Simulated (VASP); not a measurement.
**CuI: vibrations by perturbation theory with LDA**

CuI:

```
Cu I
1.0
     4.12862    0.00000    0.00000
    -2.06431    3.57549    0.00000
     0.00000    0.00000    7.47811
Cu I
2 2
Direct
  0.66667 0.33333 0.58995
  0.33333 0.66667 0.41005
  0.33333 0.66667 0.75475
  0.66667 0.33333 0.24525
```

```json
{
  "Program": "VASP 6.6.1",
  "Task": "vibrations by perturbation theory",
  "Functional": "LDA",
  "Potentials or basis": "VASP PAW LDA potentials, release 64 (Cu, I)",
  "Cutoff": "520 eV",
  "k mesh": "6 × 6 × 4",
  "Occupations": "gaussian, width 0.01 eV",
  "Spin": "no spin polarisation",
  "Dipole correction": "no",
  "Further INCAR settings": "ALGO = Normal; EDIFF = 1e-08; NBANDS = 26; IBRION = 8; NSW = 1"
}
```

```
Highest phonon frequency at Γ, LO-TO splitting left out : 157 cm⁻¹
```

Phonon frequencies in cm⁻¹ (negative: imaginary):
| q point | frequencies |
| --- | --- |
| (0.000, 0.000, 0.000) | -1 -1 -1 29 29 71 71 94 101 101 143 157 |

It took 9 min on 1 thread of Intel(R) Xeon(R) Platinum 8488C (Sapphire Rapids), with other jobs on the host, peak memory 0.6 GiB.

Caveat: the cell stands under pressure or tension, which shifts response properties.
